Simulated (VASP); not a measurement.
# CoSi (P2_13) in VASP: notebook

CoSi is run at these levels: PBE; tasks: single point, relaxation of the atoms.

Program: VASP 6.6.1. These are calculated values, not measurements. Logs are shortened: lines on timing, memory, paths and dates and some standing lists are left out, and cuts for length are marked.

## Step 1: The cell of the first run

Symmetry: P2_13, No. 198, cubic system. Conventional cell: a = 4.431 Å, b = 4.431 Å, c = 4.431 Å, α = 90.00°, β = 90.00°, γ = 90.00°. Co (site symmetry 3) has 7 Si at 2.32 to 2.43 Å and 6 Co at 2.72 Å within 3.1 Å. Within 3.1 Å of Si (site symmetry 3) lie 7 Co at 2.32 to 2.43 Å and 6 Si at 2.74 Å.

## Step 2: Single point, PBE

Input file INCAR:

```
  PREC = Accurate
  ENCUT = 520
  EDIFF = 1E-7
  ISMEAR = 0
  SIGMA = 0.05
  LREAL = F
  LASPH = T
  NELM = 100
  ALGO = Normal
  ISIF = 2
  LWAVE = F
  LCHARG = F
  GGA = PE
  NBANDS = 36
```

Input file KPOINTS:

```
Automatic mesh
0
Gamma
  8 8 8
```

Input file POSCAR:

```
CoSi
1.0
    4.4307937177      0.0000000000      0.0000000000
    0.0000000000      4.4307937177      0.0000000000
    0.0000000000      0.0000000000      4.4307937177
Co Si
4 4
Direct
    0.1450289809      0.1450289809      0.1450289809
    0.3549710191      0.8549710191      0.6450289809
    0.6450289809      0.3549710191      0.8549710191
    0.8549710191      0.6450289809      0.3549710191
    0.8431659221      0.8431659221      0.8431659221
    0.6568340779      0.1568340779      0.3431659221
    0.3431659221      0.6568340779      0.1568340779
    0.1568340779      0.3431659221      0.6568340779
```

Potentials or basis: VASP PAW PBE potentials, release 64 (Co, Si).

Launch:

```sh
> cat potpaw_PBE.64/Co/POTCAR potpaw_PBE.64/Si/POTCAR > POTCAR
> mpirun -np 1 vasp_std > vasp.out
```

OUTCAR:

```text
PREC = Accurate
   ENCUT = 520
   EDIFF = 1E-7
   ISMEAR = 0
   LREAL = F
   LASPH = T
   NELM = 100
   ISIF = 2
   GGA = PE

 ion  position               nearest neighbor table
   1  0.145  0.145  0.145-   5 2.32   6 2.34   7 2.34   8 2.34   7 2.43   8 2.43   6 2.43   3 2.72
                             4 2.72   2 2.72   2 2.72   4 2.72   3 2.72
   2  0.355  0.855  0.645-   6 2.32   5 2.34   7 2.34   8 2.34   7 2.43   8 2.43   5 2.43   1 2.72
                             1 2.72   3 2.72   3 2.72   4 2.72   4 2.72
   3  0.645  0.355  0.855-   7 2.32   6 2.34   5 2.34   8 2.34   8 2.43   6 2.43   5 2.43   1 2.72
                             4 2.72   2 2.72   2 2.72   4 2.72   1 2.72
   4  0.855  0.645  0.355-   8 2.32   6 2.34   7 2.34   5 2.34   6 2.43   5 2.43   7 2.43   1 2.72
                             3 2.72   2 2.72   1 2.72   2 2.72   3 2.72
   5  0.843  0.843  0.843-   1 2.32   2 2.34   3 2.34   4 2.34   3 2.43   4 2.43   2 2.43   6 2.74
                             7 2.74   8 2.74   6 2.74   8 2.74   7 2.74
   6  0.657  0.157  0.343-   2 2.32   1 2.34   3 2.34   4 2.34   3 2.43   4 2.43   1 2.43   8 2.74
                             5 2.74   5 2.74   7 2.74   7 2.74   8 2.74
   7  0.343  0.657  0.157-   3 2.32   2 2.34   1 2.34   4 2.34   4 2.43   2 2.43   1 2.43   8 2.74
                             5 2.74   8 2.74   6 2.74   6 2.74   5 2.74
   8  0.157  0.343  0.657-   4 2.32   2 2.34   3 2.34   1 2.34   2 2.43   1 2.43   3 2.43   7 2.74
                             5 2.74   7 2.74   5 2.74   6 2.74   6 2.74

  LATTYP: Found a simple cubic cell.
 ALAT       =     4.4307937177

  Lattice vectors:

 A1 = (   4.4307937177,   0.0000000000,   0.0000000000)
 A2 = (   0.0000000000,   4.4307937177,   0.0000000000)
 A3 = (   0.0000000000,   0.0000000000,   4.4307937177)

Analysis of symmetry for initial positions (statically):
=====================================================================
 Subroutine PRICEL returns:
 Original cell was already a primitive cell.

 Routine SETGRP: Setting up the symmetry group for a
 simple cubic supercell.

 Subroutine GETGRP returns: Found 12 space group operations
 (whereof  3 operations were pure point group operations)
 out of a pool of 48 trial point group operations.

The static configuration has the point symmetry C_3 .
 The point group associated with its full space group is T   .

Analysis of symmetry for dynamics (positions and initial velocities):
=====================================================================
 Subroutine PRICEL returns:
 Original cell was already a primitive cell.

 Routine SETGRP: Setting up the symmetry group for a
 simple cubic supercell.

 Subroutine GETGRP returns: Found 12 space group operations
 (whereof  3 operations were pure point group operations)
 out of a pool of 48 trial point group operations.

The dynamic configuration has the point symmetry C_3 .
 The point group associated with its full space group is T   .

 Subroutine INISYM returns: Found 12 space group operations
 (whereof  3 operations are pure point group operations),
 and found     1 'primitive' translations

----------------------------------------------------------------------------------------

                                     Primitive cell

  volume of cell :      86.9850

  direct lattice vectors                    reciprocal lattice vectors
     4.430793718  0.000000000  0.000000000     0.225693197  0.000000000  0.000000000
     0.000000000  4.430793718  0.000000000     0.000000000  0.225693197  0.000000000
     0.000000000  0.000000000  4.430793718     0.000000000  0.000000000  0.225693197

  length of vectors
     4.430793718  4.430793718  4.430793718     0.225693197  0.225693197  0.225693197

  position of ions in fractional coordinates (direct lattice)
     0.145028981  0.145028981  0.145028981
     0.354971019  0.854971019  0.645028981
     0.645028981  0.354971019  0.854971019
     0.854971019  0.645028981  0.354971019
     0.843165922  0.843165922  0.843165922
     0.656834078  0.156834078  0.343165922
     0.343165922  0.656834078  0.156834078
     0.156834078  0.343165922  0.656834078

  ion indices of the primitive-cell ions
   primitive index   ion index
                 1           1
                 2           2
                 3           3
                 4           4
                 5           5
                 6           6
                 7           7
                 8           8

----------------------------------------------------------------------------------------

 KPOINTS: Automatic mesh

Automatic generation of k-mesh.
 Grid dimensions read from file:
 generate k-points for:    8    8    8

 Generating k-lattice:

  Cartesian coordinates                     Fractional coordinates (reciprocal lattice)
     0.028211650  0.000000000  0.000000000     0.125000000  0.000000000  0.000000000
     0.000000000  0.028211650  0.000000000     0.000000000  0.125000000  0.000000000
     0.000000000  0.000000000  0.028211650     0.000000000  0.000000000  0.125000000

  Length of vectors
     0.028211650  0.028211650  0.028211650

  Shift w.r.t. Gamma in fractional coordinates (k-lattice)
     0.000000000  0.000000000  0.000000000

 Subroutine IBZKPT returns following result:
 ===========================================

 Found     45 irreducible k-points:

 Following reciprocal coordinates:
            Coordinates               Weight
  0.000000  0.000000  0.000000      1.000000
  0.125000  0.000000  0.000000      6.000000
  0.250000  0.000000  0.000000      6.000000
  0.375000  0.000000  0.000000      6.000000
  0.500000  0.000000  0.000000      3.000000
  0.125000  0.125000  0.000000     12.000000
[... 16 lines left out ...]
  0.250000  0.125000  0.125000     24.000000
  0.375000  0.125000  0.125000     24.000000
 [... further k-points ...]
   k-points           NKPTS =     45   k-points in BZ     NKDIM =     45   number of bands    NBANDS=     36
   number of dos      NEDOS =    301   number of ions     NIONS =      8
   total plane-waves  NPLWV =  46656
   dimension x,y,z NGX =    36 NGY =   36 NGZ =   36
   dimension x,y,z NGXF=    72 NGYF=   72 NGZF=   72
   ions per type =               4   4
   NGX,Y,Z   is equivalent  to a cutoff of  13.51, 13.51, 13.51 a.u.
   NGXF,Y,Z  is equivalent  to a cutoff of  27.01, 27.01, 27.01 a.u.
 SYSTEM =  unknown system
   PREC   = accura    normal or accurate (medium, high low for compatibility)
   ISTART =      0    job   : 0-new  1-cont  2-samecut
   ICHARG =      2    charge: 1-file 2-atom 10-const
   ISPIN  =      1    spin polarized calculation?
   LNONCOLLINEAR =      F non collinear calculations
   LSORBIT =      F    spin-orbit coupling
   LASPH  =      T    aspherical Exc in radial PAW
   ENCUT  =  520.0 eV  38.22 Ry    6.18 a.u.   8.24  8.24  8.24*2*pi/ulx,y,z
   NELM   =    100;   NELMIN=  2; NELMDL= -5     # of ELM steps
   EDIFF  = 0.1E-06   stopping-criterion for ELM
   LREAL  =      F    real-space projection
   EDIFFG = 0.1E-05   stopping-criterion for IOM
   NSW    =      0    number of steps for IOM
   IBRION =     -1    ionic relax: 0-MD 1-quasi-New 2-CG
   NFREE  =      0    steps in history (QN), initial steepest desc. (CG)
   ISIF   =      2    stress and relaxation
   ISYM   =      2    0-nonsym 1-usesym 2-fastsym
   POTIM  = 0.5000    time-step for ionic-motion
   TEBEG  =    0.0;   TEEND  =   0.0 temperature during run
   PSTRESS=    0.0 pullay stress
   NELECT =      52.0000    total number of electrons
   NUPDOWN=      -1.0000    fix difference up-down
   EMIN   =  10.00;   EMAX   =-10.00  energy-range for DOS
   EFERMI =   0.00;   METHOD = LEGACY
   ISMEAR =     0;   SIGMA  =   0.05  broadening in eV -4-tet -1-fermi 0-gaus
   EFERMI_NEDOS =   21; number of points for ismear=-14 and -15
   IALGO  =     38    algorithm
   IMIX   =      4    mixing-type and parameters
     AMIX     =   0.40;   BMIX     =  1.00
     AMIX_MAG =   1.60;   BMIX_MAG =  1.00
  volume/ion in A,a.u.               =      10.87        73.38
  Fermi-wavevector in a.u.,A,eV,Ry     =   1.379096  2.606113 25.876989  1.901905
  Thomas-Fermi vector in A             =   2.504097
   LORBIT       =      0    0 simple, 1 ext, 2 COOP (PROOUT), +10 PAW based schemes
   GGA     = PE    functional components
   LHFCALC =     F    Hartree Fock is set to
   AEXX    =    0.0000 exact exchange contribution
   IVDW    =     0    specifies the selected vdW correction
   LEPSILON=     F    determine dielectric tensor
   LRPA    =     F    only Hartree local field effects (RPA)
 non-spin polarized calculation
 Gauss-broadening in eV      SIGMA  =   0.05
  energy-cutoff  :      520.00
  volume of cell :       86.99
 maximum number of plane-waves:      2360
 NGX is ok and might be reduce to    36

 number of electron      52.0000004 magnetization

 Free energy of the ion-electron system (eV)
  ---------------------------------------------------
  ext. energy  EPLUGINS =         0.00000000
  ---------------------------------------------------
  free energy    TOTEN  =       -54.74883886 eV

  energy without entropy =      -54.74669932  energy(sigma->0) =      -54.74776909

 E-fermi :  12.1028     XC(G=0): -12.8671

 val. band max:       12.1023487787   @ k =   0.5000   0.5000   0.3750
 cond. band min:      12.2408702858   @ k =   0.3750   0.3750   0.3750
 fundamental gap:      0.1385215071
 Fermi energy:        12.1027506547

 k-point     1 :       0.0000    0.0000    0.0000
  band No.  band energies     occupation
      1      -1.5639      2.00000
      2       3.9302      2.00000
      3       3.9302      2.00000
      4       3.9302      2.00000
      5       6.6307      2.00000
      6       6.6307      2.00000
[... 28 lines left out ...]
     35      15.6774      0.00000
     36      16.9707      0.00000

 k-point     2 :       0.1250    0.0000    0.0000
  band No.  band energies     occupation
      1      -1.4476      2.00000
      2       3.1368      2.00000
      3       4.0046      2.00000
      4       4.5010      2.00000
      5       6.1968      2.00000
      6       6.7004      2.00000
[... 28 lines left out ...]
     35      16.0948      0.00000
     36      17.4049      0.00000
[... 817 lines left out ...]
     35      16.6377      0.00000
     36      17.2009      0.00000

 k-point    24 :       0.3750    0.1250    0.1250
  band No.  band energies     occupation
      1      -0.3171      2.00000
      2       1.3261      2.00000
      3       3.9590      2.00000
      4       4.9003      2.00000
      5       5.7637      2.00000
      6       6.4998      2.00000
[... 28 lines left out ...]
     35      16.9450      0.00000
     36      17.7547      0.00000

 [... further k-points ...]
[... 5 lines left out ...]
  --------------------------------------------------------------------------------------
  -------------------------------------------------------------------------------------
  Total       -0.0631793     -0.0631793     -0.0631793      0.0000000     -0.0000000      0.0000000
  in kB       -1.1636991     -1.1636991     -1.1636991      0.0000000     -0.0000000      0.0000000
  external PRESSURE =      -1.1636991 kB  Pullay stress =       0.0000000 kB

 VOLUME and BASIS-vectors are now :
 -----------------------------------------------------------------------------
  energy-cutoff  :      520.00
  volume of cell :       86.99
      direct lattice vectors                 reciprocal lattice vectors
     4.430793718  0.000000000  0.000000000     0.225693197  0.000000000  0.000000000
     0.000000000  4.430793718  0.000000000     0.000000000  0.225693197  0.000000000
     0.000000000  0.000000000  4.430793718     0.000000000  0.000000000  0.225693197

 POSITION                                       TOTAL-FORCE (eV/Angst)
 -----------------------------------------------------------------------------------
      0.64259      0.64259      0.64259         0.000990      0.000990      0.000990
      1.57280      3.78820      2.85799        -0.000990     -0.000990      0.000990
      2.85799      1.57280      3.78820         0.000990     -0.000990     -0.000990
      3.78820      2.85799      1.57280        -0.000990      0.000990     -0.000990
      3.73589      3.73589      3.73589         0.002111      0.002111      0.002111
      2.91030      0.69490      1.52050        -0.002111     -0.002111      0.002111
      1.52050      2.91030      0.69490         0.002111     -0.002111     -0.002111
      0.69490      1.52050      2.91030        -0.002111      0.002111     -0.002111
 -----------------------------------------------------------------------------------
    total drift:                               -0.000000      0.000000      0.000000

  FREE ENERGIE OF THE ION-ELECTRON SYSTEM (eV)
  ---------------------------------------------------
  free  energy   TOTEN  =       -54.7488388566 eV

  energy  without entropy=      -54.7466993204  energy(sigma->0) =      -54.74776909
```

Wall time 1.8 min (1 thread of Intel Xeon 6975P-C (Granite Rapids), shared host); peak memory 0.26 GiB.

Results:

```yaml
Free_energy: -54.7488 eV
Pressure: -0.1 GPa
Largest_force: 0.004 eV/Å
Band_gap_on_the_k_mesh: zero (band 26 reaches 12.10 eV, above the bottom of band 27 at 11.89 eV)
```

Forces in eV/Å, atoms in the order of the input:
```
Co   0.001  0.001  0.001
Co  -0.001 -0.001  0.001
Co   0.001 -0.001 -0.001
Co  -0.001  0.001 -0.001
Si   0.002  0.002  0.002
Si  -0.002 -0.002  0.002
Si   0.002 -0.002 -0.002
Si  -0.002  0.002 -0.002
```

Spin polarisation is off, so any magnetic state and its effect on volume and gap are missing.

## Step 3: Single point, PBE, collinear spin, ferromagnetic start

Input file INCAR:

```
SYSTEM = CoSi
PREC = Accurate
ENCUT = 520
EDIFF = 1E-7
ISMEAR = 0
SIGMA = 0.05
LREAL = .FALSE.
LASPH = .TRUE.
NELM = 150
ALGO = Normal
ISIF = 2
LWAVE = .FALSE.
LCHARG = .FALSE.
ISPIN = 2
MAGMOM = 1.5 1.5 1.5 1.5 0 0 0 0
LORBIT = 11
LMAXMIX = 4
GGA = PE
NBANDS = 40
```

Input file KPOINTS:

```
regular mesh
0
G
  8 8 8
  0 0 0
```

POSCAR is that of step 2.

Potentials or basis: VASP PAW PBE potentials, release 64 (Co, Si).

Launch:

```sh
> cat potpaw_PBE.64/Co/POTCAR potpaw_PBE.64/Si/POTCAR > POTCAR
> mpirun -np 1 vasp_std > vasp.out
```

Wall time 3.7 min (1 thread of Intel Xeon 6975P-C (Granite Rapids), shared host); peak memory 0.38 GiB.

Results (log left out):

```
Free energy                                           : -54.7488 eV
Pressure                                              : -0.1 GPa
Largest force                                         : 0.004 eV/Å
Band gap on the k mesh                                : zero (filled and empty bands overlap)
Net moment                                            : 0.00 μB per cell
Valence electrons inside the program's atomic spheres : Co 8.62; Si 1.61
```

Forces on the atoms (eV/Å):
```
Co   0.001  0.001  0.001
Co  -0.001 -0.001  0.001
Co   0.001 -0.001 -0.001
Co  -0.001  0.001 -0.001
Si   0.002  0.002  0.002
Si  -0.002 -0.002  0.002
Si   0.002 -0.002 -0.002
Si  -0.002  0.002 -0.002
```

Levels at points of the mesh, in eV from the Fermi level:
Spin up:
```csv
k point,band 22,band 23,band 24,band 25,band 26,band 27,band 28,band 29,band 30,band 31
"(0.00, 0.00, 0.00)",-0.90,-0.77,-0.77,0.00,0.00,0.00,2.50,2.50,2.50,2.92
"(0.50, 0.00, 0.00)",-1.03,-0.64,-0.64,-0.48,-0.48,1.01,1.01,1.49,1.49,4.28
"(0.50, 0.50, 0.00)",-1.48,-0.99,-0.99,-0.03,-0.03,0.59,0.59,2.01,2.01,2.51
"(0.50, 0.50, 0.50)",-1.21,-1.21,-1.21,-0.22,-0.22,-0.22,-0.22,5.41,5.41,5.41
```
Spin down:
| k point | band 22 | band 23 | band 24 | band 25 | band 26 | band 27 | band 28 | band 29 | band 30 | band 31 |
| --- | --- | --- | --- | --- | --- | --- | --- | --- | --- | --- |
| (0.00, 0.00, 0.00) | -0.90 | -0.77 | -0.77 | 0.00 | 0.00 | 0.00 | 2.50 | 2.50 | 2.50 | 2.92 |
| (0.50, 0.00, 0.00) | -1.03 | -0.64 | -0.64 | -0.48 | -0.48 | 1.01 | 1.01 | 1.49 | 1.49 | 4.28 |
| (0.50, 0.50, 0.00) | -1.48 | -0.99 | -0.99 | -0.03 | -0.03 | 0.59 | 0.59 | 2.01 | 2.01 | 2.51 |
| (0.50, 0.50, 0.50) | -1.21 | -1.21 | -1.21 | -0.22 | -0.22 | -0.22 | -0.22 | 5.41 | 5.41 | 5.41 |

Caveat: the starting moments collapsed, and a magnetic state may lie lower.

## Step 4: Single point, PBE, collinear spin, ferromagnetic start

This run uses another cell than the first one: it holds 16 atoms, not 8.

Input file INCAR:

```
SYSTEM = CoSi
  PREC = Accurate
  ENCUT = 520
  EDIFF = 1E-6
  ISMEAR = 0
  SIGMA = 0.05
  LREAL = Auto
  LASPH = .TRUE.
  NELM = 150
  ALGO = Normal
  ISIF = 2
  LWAVE = .FALSE.
  LCHARG = .FALSE.
  ISPIN = 2
  MAGMOM = 1.5 1.5 1.5 1.5 1.5 1.5 1.5 1.5 0 0 0 0 0 0 0 0
  LORBIT = 11
  LMAXMIX = 4
  GGA = PE
  NBANDS = 70
```

Input file KPOINTS:

```
Automatic mesh
0
G
  6 6 6
  0 0 0
```

Input file POSCAR:

```
CoSi
1.0
    0.0000000000      4.4307937177      4.4307937177
    4.4307937177      0.0000000000      4.4307937177
    4.4307937177      4.4307937177      0.0000000000
Co Si
8 8
Direct
    0.0725144904      0.0725144904      0.0725144904
    0.5725144904      0.0725144904      0.2824565287
    0.2824565287      0.5725144904      0.0725144904
    0.0725144904      0.2824565287      0.5725144904
    0.5725144904      0.5725144904      0.5725144904
    1.0725144904      0.5725144904      0.7824565287
    0.7824565287      1.0725144904      0.5725144904
    0.5725144904      0.7824565287      1.0725144904
    0.4215829610      0.4215829610      0.4215829610
   -0.0784170390      0.4215829610      0.2352511169
    0.2352511169     -0.0784170390      0.4215829610
    0.4215829610      0.2352511169     -0.0784170390
    0.9215829610      0.9215829610      0.9215829610
    0.4215829610      0.9215829610      0.7352511169
    0.7352511169      0.4215829610      0.9215829610
    0.9215829610      0.7352511169      0.4215829610
```

Launch:

```sh
> cat potpaw_PBE.64/Co/POTCAR potpaw_PBE.64/Si/POTCAR > POTCAR
> mpirun -np 1 vasp_std > vasp.out
```

Wall time 14 min (1 thread of Intel Xeon 6975P-C (Granite Rapids), shared host); peak memory 0.56 GiB.

Results (log left out):

* Free energy: -109.4999 eV
* Pressure: -0.1 GPa
* Band gap on the k mesh: zero (filled and empty bands overlap)
* Net moment: 0.00 μB per cell
* Valence electrons inside the program's atomic spheres: Co 8.62; Si 1.61

Forces in eV/Å, atoms in the order of the input:
```
Co   0.001  0.001  0.001
Co  -0.001 -0.001  0.001
Co   0.001 -0.001 -0.001
Co  -0.001  0.001 -0.001
Co   0.001  0.001  0.001
Co  -0.001 -0.001  0.001
Co   0.001 -0.001 -0.001
Co  -0.001  0.001 -0.001
Si   0.001  0.001  0.001
Si  -0.001 -0.001  0.001
Si   0.001 -0.001 -0.001
Si  -0.001  0.001 -0.001
Si   0.001  0.001  0.001
Si  -0.001 -0.001  0.001
Si   0.001 -0.001 -0.001
Si  -0.001  0.001 -0.001
```

Levels at points of the mesh, in eV from the Fermi level:
Spin up:
```csv
k point,band 49,band 50,band 51,band 52,band 53,band 54,band 55,band 56
"(0.00, 0.00, 0.00)",-0.22,-0.22,-0.22,-0.22,-0.01,-0.01,-0.01,2.49
"(0.50, 0.00, 0.00)",-0.51,-0.51,-0.16,-0.16,0.48,0.48,1.51,1.51
"(0.50, 0.50, 0.00)",-0.48,-0.48,-0.04,-0.04,0.58,0.58,1.00,1.00
```
Spin down:
| k point | band 50 | band 51 | band 52 | band 53 | band 54 | band 55 |
| --- | --- | --- | --- | --- | --- | --- |
| (0.00, 0.00, 0.00) | -0.22 | -0.22 | -0.22 | -0.01 | -0.01 | -0.01 |
| (0.50, 0.00, 0.00) | -0.52 | -0.16 | -0.16 | 0.48 | 0.48 | 1.51 |
| (0.50, 0.50, 0.00) | -0.48 | -0.04 | -0.04 | 0.58 | 0.58 | 1.00 |

Caveat: the starting moments collapsed, and a magnetic state may lie lower.

[end of part 1 of 2]
